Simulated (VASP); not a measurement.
# CoSi2 (R-3m) in VASP: single point with PBEsol

Aim: the single point of CoSi2 with PBEsol.

All numbers are computed with VASP 6.6.1; they aren't measurements. Logs are shortened: lines on timing, memory, paths and dates and some standing lists are left out, and cuts for length are marked.

### 1 The cell of the first run

The structure is trigonal, space group R-3m (No. 166). The conventional cell has a = 3.813 Å, b = 3.813 Å, c = 9.087 Å, α = 90.00°, β = 90.00°, γ = 120.00°. Si (site symmetry 3m) has 4 Co at 2.27 to 2.33 Å and 6 Si at 2.67 Å within 3.0 Å. Co (site symmetry -3m) has 8 Si at 2.27 to 2.33 Å within 3.0 Å.

### 2 Single point, PBEsol

INCAR reads:

```
SYSTEM = CoSi2
ALGO     = Normal         ! electronic algorithm
EDIFF    = 1E-6           ! SCF threshold, eV
ENCUT    = 520            ! plane-wave cutoff, eV
GGA      = PS             ! functional
ISIF     = 2              ! what is computed and relaxed
ISMEAR   = 1              ! smearing method
LASPH    = .True.         ! aspherical terms in the spheres
LCHARG   = .False.        ! write CHGCAR
LREAL    = .False.        ! projectors in reciprocal space
LWAVE    = .False.        ! write WAVECAR
NBANDS   = 36             ! bands
NELM     = 100            ! most SCF steps
PREC     = Accurate       ! precision mode
SIGMA    = 0.1            ! smearing width, eV
```

KPOINTS reads:

```
k-points
0
Gamma
  18 18 6
  0 0 0
```

POSCAR reads:

```
CoSi2
1.0
    3.8134596299      0.0000000000      0.0000000000
   -1.9067298149      3.3025529158      0.0000000000
    0.0000000000      0.0000000000      9.0871967584
Si Co
6 3
Direct
    0.6666666667      0.3333333333      0.0834712569
    0.3333333333      0.6666666667      0.2498620765
    0.0000000000      0.0000000000      0.4168045902
    0.6666666667      0.3333333333      0.5831954098
    0.3333333333      0.6666666667      0.7501379235
    0.0000000000      0.0000000000      0.9165287431
    0.0000000000      0.0000000000      0.1666666667
    0.3333333333      0.6666666667      0.5000000000
    0.6666666667      0.3333333333      0.8333333333
```

Potentials or basis: VASP PAW PBE potentials, release 64 (Si, Co).

Started as:

```console
cat potpaw_PBE.64/Si/POTCAR potpaw_PBE.64/Co/POTCAR > POTCAR
mpirun -np 1 vasp_std > vasp.out
```

OUTCAR:

```text
SYSTEM = CoSi2
   EDIFF = 1E-6
   ENCUT = 520
   GGA = PS
   ISIF = 2
   ISMEAR = 1
   LASPH = .True.
   LREAL = .False.
   NELM = 100
   PREC = Accurate

 ion  position               nearest neighbor table
   1  0.667  0.333  0.083-   9 2.27   7 2.33   7 2.33   7 2.33   2 2.67   2 2.67   2 2.67   6 2.67
                             6 2.67   6 2.67
   2  0.333  0.667  0.250-   8 2.27   7 2.33   7 2.33   7 2.33   1 2.67   1 2.67   1 2.67   3 2.67
                             3 2.67   3 2.67
   3  0.000  0.000  0.417-   7 2.27   8 2.33   8 2.33   8 2.33   4 2.67   4 2.67   4 2.67   2 2.67
                             2 2.67   2 2.67
   4  0.667  0.333  0.583-   9 2.27   8 2.33   8 2.33   8 2.33   3 2.67   3 2.67   3 2.67   5 2.67
                             5 2.67   5 2.67
   5  0.333  0.667  0.750-   8 2.27   9 2.33   9 2.33   9 2.33   6 2.67   6 2.67   6 2.67   4 2.67
                             4 2.67   4 2.67
   6  0.000  0.000  0.917-   7 2.27   9 2.33   9 2.33   9 2.33   5 2.67   5 2.67   5 2.67   1 2.67
                             1 2.67   1 2.67
   7  0.000  0.000  0.167-   3 2.27   6 2.27   2 2.33   1 2.33   2 2.33   1 2.33   2 2.33   1 2.33

   8  0.333  0.667  0.500-   2 2.27   5 2.27   3 2.33   4 2.33   4 2.33   3 2.33   3 2.33   4 2.33

   9  0.667  0.333  0.833-   4 2.27   1 2.27   6 2.33   5 2.33   5 2.33   6 2.33   6 2.33   5 2.33

  LATTYP: Found a hexagonal cell.
 ALAT       =     3.8134596299
 C/A-ratio  =     2.3829272210

  Lattice vectors:

 A1 = (   3.8134596299,   0.0000000000,   0.0000000000)
 A2 = (  -1.9067298149,   3.3025529158,   0.0000000000)
 A3 = (   0.0000000000,   0.0000000000,   9.0871967584)

Analysis of symmetry for initial positions (statically):
=====================================================================
 Subroutine PRICEL returns following result:

  LATTYP: Found a trigonal (rhomboedric) cell.
 ALAT       =     3.7446935492
 COS(alpha) =     0.4814677819

  Lattice vectors:

 A1 = (   1.9067298146,   1.1008509722,  -3.0290655867)
 A2 = (   0.0000000002,  -2.2017019440,  -3.0290655858)
 A3 = (  -1.9067298147,   1.1008509718,  -3.0290655858)

   3 primitive cells build up your supercell.

 Routine SETGRP: Setting up the symmetry group for a
 hexagonal supercell.

 Subroutine GETGRP returns: Found 12 space group operations
 (whereof  6 operations were pure point group operations)
 out of a pool of 24 trial point group operations.

The static configuration has the point symmetry C_3v.
 The point group associated with its full space group is D_3d.

Analysis of symmetry for dynamics (positions and initial velocities):
=====================================================================
 Subroutine PRICEL returns following result:

  LATTYP: Found a trigonal (rhomboedric) cell.
 ALAT       =     3.7446935492
 COS(alpha) =     0.4814677819

  Lattice vectors:

 A1 = (   1.9067298146,   1.1008509722,  -3.0290655867)
 A2 = (   0.0000000002,  -2.2017019440,  -3.0290655858)
 A3 = (  -1.9067298147,   1.1008509718,  -3.0290655858)

   3 primitive cells build up your supercell.

 Routine SETGRP: Setting up the symmetry group for a
 hexagonal supercell.

 Subroutine GETGRP returns: Found 12 space group operations
 (whereof  6 operations were pure point group operations)
 out of a pool of 24 trial point group operations.

The dynamic configuration has the point symmetry C_3v.
 The point group associated with its full space group is D_3d.

 Subroutine INISYM returns: Found 12 space group operations
 (whereof  6 operations are pure point group operations),
 and found     3 'primitive' translations

----------------------------------------------------------------------------------------

                                     Primitive cell

  volume of cell :      38.1485

  direct lattice vectors                    reciprocal lattice vectors
     1.906729815  1.100850972 -3.029065587     0.262229077  0.151398028 -0.110044938
     0.000000000 -2.201701944 -3.029065586    -0.000000000 -0.302796057 -0.110044938
    -1.906729815  1.100850972 -3.029065586    -0.262229077  0.151398028 -0.110044938

  length of vectors
     3.744693549  3.744693549  3.744693548     0.322172842  0.322172842  0.322172842

  position of ions in fractional coordinates (direct lattice)
     0.583195410  0.583195410  0.583195410
     0.083471257  0.083471257  0.083471257
     0.833333333  0.833333333  0.833333333

  ion indices of the primitive-cell ions
   primitive index   ion index
                 1           1
                 2           4
                 3           9

----------------------------------------------------------------------------------------

 KPOINTS: k-points

Automatic generation of k-mesh.
 Grid dimensions read from file:
 generate k-points for:   18   18    6

 Generating k-lattice:

  Cartesian coordinates                     Fractional coordinates (reciprocal lattice)
     0.014568282  0.008411002  0.000000000     0.055555556  0.000000000  0.000000000
     0.000000000  0.016822003  0.000000000     0.000000000  0.055555556  0.000000000
     0.000000000  0.000000000  0.018340823     0.000000000  0.000000000  0.166666667

  Length of vectors
     0.016822003  0.016822003  0.018340823

  Shift w.r.t. Gamma in fractional coordinates (k-lattice)
     0.000000000  0.000000000  0.000000000

 Subroutine IBZKPT returns following result:
 ===========================================

 Found    202 irreducible k-points:

 Following reciprocal coordinates:
            Coordinates               Weight
  0.000000  0.000000  0.000000      1.000000
  0.055556  0.000000  0.000000      6.000000
  0.111111  0.000000  0.000000      6.000000
  0.166667  0.000000  0.000000      6.000000
  0.222222  0.000000  0.000000      6.000000
  0.277778 -0.000000  0.000000      6.000000
[... 16 lines left out ...]
  0.333333  0.111111  0.000000     12.000000
  0.388889  0.111111  0.000000     12.000000
 [... further k-points ...]
   k-points           NKPTS =    202   k-points in BZ     NKDIM =    202   number of bands    NBANDS=     36
   number of dos      NEDOS =    301   number of ions     NIONS =      9
   total plane-waves  NPLWV =  54880
   dimension x,y,z NGX =    28 NGY =   28 NGZ =   70
   dimension x,y,z NGXF=    56 NGYF=   56 NGZF=  140
   ions per type =               6   3
   NGX,Y,Z   is equivalent  to a cutoff of  12.21, 12.21, 12.81 a.u.
   NGXF,Y,Z  is equivalent  to a cutoff of  24.41, 24.41, 25.61 a.u.
 SYSTEM =  CoSi2
   PREC   = accura    normal or accurate (medium, high low for compatibility)
   ISTART =      0    job   : 0-new  1-cont  2-samecut
   ICHARG =      2    charge: 1-file 2-atom 10-const
   ISPIN  =      1    spin polarized calculation?
   LNONCOLLINEAR =      F non collinear calculations
   LSORBIT =      F    spin-orbit coupling
   LASPH  =      T    aspherical Exc in radial PAW
   ENCUT  =  520.0 eV  38.22 Ry    6.18 a.u.   7.09  7.09 16.90*2*pi/ulx,y,z
   NELM   =    100;   NELMIN=  2; NELMDL= -5     # of ELM steps
   EDIFF  = 0.1E-05   stopping-criterion for ELM
   LREAL  =      F    real-space projection
   EDIFFG = 0.1E-04   stopping-criterion for IOM
   NSW    =      0    number of steps for IOM
   IBRION =     -1    ionic relax: 0-MD 1-quasi-New 2-CG
   NFREE  =      0    steps in history (QN), initial steepest desc. (CG)
   ISIF   =      2    stress and relaxation
   ISYM   =      2    0-nonsym 1-usesym 2-fastsym
   POTIM  = 0.5000    time-step for ionic-motion
   TEBEG  =    0.0;   TEEND  =   0.0 temperature during run
   PSTRESS=    0.0 pullay stress
   NELECT =      51.0000    total number of electrons
   NUPDOWN=      -1.0000    fix difference up-down
   EMIN   =  10.00;   EMAX   =-10.00  energy-range for DOS
   EFERMI =   0.00;   METHOD = LEGACY
   ISMEAR =     1;   SIGMA  =   0.10  broadening in eV -4-tet -1-fermi 0-gaus
   EFERMI_NEDOS =   21; number of points for ismear=-14 and -15
   IALGO  =     38    algorithm
   IMIX   =      4    mixing-type and parameters
     AMIX     =   0.40;   BMIX     =  1.00
     AMIX_MAG =   1.60;   BMIX_MAG =  1.00
  volume/ion in A,a.u.               =      12.72        85.81
  Fermi-wavevector in a.u.,A,eV,Ry     =   1.250447  2.363002 21.274308  1.563618
  Thomas-Fermi vector in A             =   2.384441
   LORBIT       =      0    0 simple, 1 ext, 2 COOP (PROOUT), +10 PAW based schemes
   GGA     = PS    functional components
   LHFCALC =     F    Hartree Fock is set to
   AEXX    =    0.0000 exact exchange contribution
   IVDW    =     0    specifies the selected vdW correction
   LEPSILON=     F    determine dielectric tensor
   LRPA    =     F    only Hartree local field effects (RPA)
 non-spin polarized calculation
 Methfessel and Paxton  Order N= 1 SIGMA  =   0.10
  energy-cutoff  :      520.00
  volume of cell :      114.45
 maximum number of plane-waves:      3114
   NGX = 15   NGY = 15   NGZ = 33

 number of electron      51.0000001 magnetization

 Free energy of the ion-electron system (eV)
  ---------------------------------------------------
  ext. energy  EPLUGINS =         0.00000000
  ---------------------------------------------------
  free energy    TOTEN  =       -62.86945764 eV

  energy without entropy =      -62.86925511  energy(sigma->0) =      -62.86939013

 E-fermi :  10.0887     XC(G=0): -11.8870

 val. band max:       10.0848424498   @ k =  -0.2222   0.5000   0.3333
 cond. band min:      10.0886906591   @ k =   0.3333   0.1667   0.1667
 fundamental gap:      0.0038482093
 Fermi energy:        10.0886814465

 k-point     1 :       0.0000    0.0000    0.0000
  band No.  band energies     occupation
      1      -3.0823      2.00000
      2      -1.3634      2.00000
      3      -1.3634      2.00000
      4       3.0638      2.00000
      5       3.0638      2.00000
      6       5.9419      2.00000
[... 28 lines left out ...]
     35      13.6057      0.00000
     36      13.7119      0.00000

 k-point     2 :       0.0556    0.0000    0.0000
  band No.  band energies     occupation
      1      -3.0411      2.00000
      2      -1.3241      2.00000
      3      -1.3240      2.00000
      4       3.0801      2.00000
      5       3.0822      2.00000
      6       5.8446      2.00000
[... 28 lines left out ...]
     35      13.9433      0.00000
     36      14.1284      0.00000

 k-point     3 :       0.1111    0.0000    0.0000
  band No.  band energies     occupation
      1      -2.9178      2.00000
      2      -1.2065      2.00000
      3      -1.2061      2.00000
      4       3.1173      2.00000
      5       3.1374      2.00000
      6       5.5698      2.00000
[... 28 lines left out ...]
     35      14.4079      0.00000
     36      14.8621      0.00000

 k-point     4 :       0.1667    0.0000    0.0000
  band No.  band energies     occupation
      1      -2.7134      2.00000
      2      -1.0121      2.00000
      3      -1.0110      2.00000
      4       3.1356      2.00000
      5       3.2237      2.00000
      6       5.1583      2.00000
[... 28 lines left out ...]
     35      14.9144      0.00000
     36      14.9920      0.00000

 k-point     5 :       0.2222    0.0000    0.0000
  band No.  band energies     occupation
      1      -2.4291      2.00000
      2      -0.7434      2.00000
      3      -0.7415      2.00000
      4       3.0416      2.00000
      5       3.3293      2.00000
      6       4.6507      2.00000
[... 655 lines left out ...]
 k-point    22 :       0.2778    0.1111    0.0000
  band No.  band energies     occupation
      1      -1.5128      2.00000
      2       0.1037      2.00000
      3       0.1081      2.00000
      4       2.2396      2.00000
      5       3.2877      2.00000
      6       3.4606      2.00000
[... 28 lines left out ...]
     35      15.9954      0.00000
     36      16.2052      0.00000

 k-point    23 :       0.3333    0.1111    0.0000
  band No.  band energies     occupation
      1      -1.0086      2.00000
      2       0.5349      2.00000
      3       0.5536      2.00000
      4       1.5978      2.00000
      5       2.8716      2.00000
      6       3.2751      2.00000
[... 28 lines left out ...]
     35      16.4738      0.00000
     36      16.5215      0.00000

 k-point    24 :       0.3889    0.1111    0.0000
  band No.  band energies     occupation
      1      -0.4419      2.00000
      2       0.7573      2.00000
      3       0.9383      2.00000
      4       1.2245      2.00000
      5       2.2762      2.00000
      6       3.1706      2.00000
[... 28 lines left out ...]
     35      16.4495      0.00000
     36      16.7087      0.00000

 [... further k-points ...]
[... 5 lines left out ...]
  --------------------------------------------------------------------------------------
  -------------------------------------------------------------------------------------
  Total       -4.2002129     -4.2002129      1.9190119     -0.0000000      0.0000000      0.0000000
  in kB      -58.8007706    -58.8007706     26.8651574     -0.0000000      0.0000000      0.0000000
  external PRESSURE =     -30.2454612 kB  Pullay stress =       0.0000000 kB

 VOLUME and BASIS-vectors are now :
 -----------------------------------------------------------------------------
  energy-cutoff  :      520.00
  volume of cell :      114.45
      direct lattice vectors                 reciprocal lattice vectors
     3.813459630  0.000000000  0.000000000     0.262229077  0.151398028  0.000000000
    -1.906729815  3.302552916  0.000000000     0.000000000  0.302796057  0.000000000
     0.000000000  0.000000000  9.087196758     0.000000000  0.000000000  0.110044938

 POSITION                                       TOTAL-FORCE (eV/Angst)
 -----------------------------------------------------------------------------------
      1.90673      1.10085      0.75852        -0.000000      0.000000      0.290320
     -0.00000      2.20170      2.27055         0.000000      0.000000     -0.290320
      0.00000      0.00000      3.78759        -0.000000      0.000000      0.290320
      1.90673      1.10085      5.29961         0.000000      0.000000     -0.290320
     -0.00000      2.20170      6.81665        -0.000000      0.000000      0.290320
      0.00000      0.00000      8.32868         0.000000     -0.000000     -0.290320
      0.00000      0.00000      1.51453        -0.000000      0.000000      0.000000
     -0.00000      2.20170      4.54360         0.000000      0.000000      0.000000
      1.90673      1.10085      7.57266         0.000000     -0.000000      0.000000
 -----------------------------------------------------------------------------------
    total drift:                               -0.000000      0.000000      0.000026

  FREE ENERGIE OF THE ION-ELECTRON SYSTEM (eV)
  ---------------------------------------------------
  free  energy   TOTEN  =       -62.8694576448 eV

  energy  without entropy=      -62.8692551131  energy(sigma->0) =      -62.86939013
```

Wall time 7.2 min (1 thread of Intel Xeon 6975P-C (Granite Rapids), shared host); peak memory 0.68 GiB.

Results:

* Free energy: -62.8695 eV
* Pressure: -3.0 GPa
* Largest force: 0.290 eV/Å

Forces on the atoms (eV/Å):
```
Si   0.000  0.000  0.290
Si   0.000  0.000 -0.290
Si   0.000  0.000  0.290
Si   0.000  0.000 -0.290
Si   0.000  0.000  0.290
Si   0.000  0.000 -0.290
Co   0.000  0.000  0.000
Co   0.000  0.000  0.000
Co   0.000  0.000  0.000
```

Stress tensor (GPa, compression positive):
```
-5.88  0.00  0.00
 0.00 -5.88  0.00
 0.00  0.00  2.69
```

Levels at points of the mesh, in eV from the Fermi level:
```csv
k point,band 22,band 23,band 24,band 25,band 26,band 27,band 28,band 29,band 30,band 31
"(0.00, 0.00, 0.00)",0.36,0.36,0.36,0.82,2.42,2.42,3.30,3.30,3.37,3.37
"(0.50, 0.00, 0.00)",-1.74,-1.34,-0.79,-0.79,-0.56,-0.56,1.60,2.10,2.10,2.90
"(0.00, 0.00, 0.50)",0.35,0.35,1.68,1.68,1.86,1.86,1.86,1.86,2.43,3.30
"(0.50, 0.00, 0.50)",-1.21,-1.21,-1.09,-1.09,-0.47,-0.33,1.81,1.81,2.77,3.46
```

Caveat: the PAW data sets were made with another functional, which shifts forces and pressure a little.
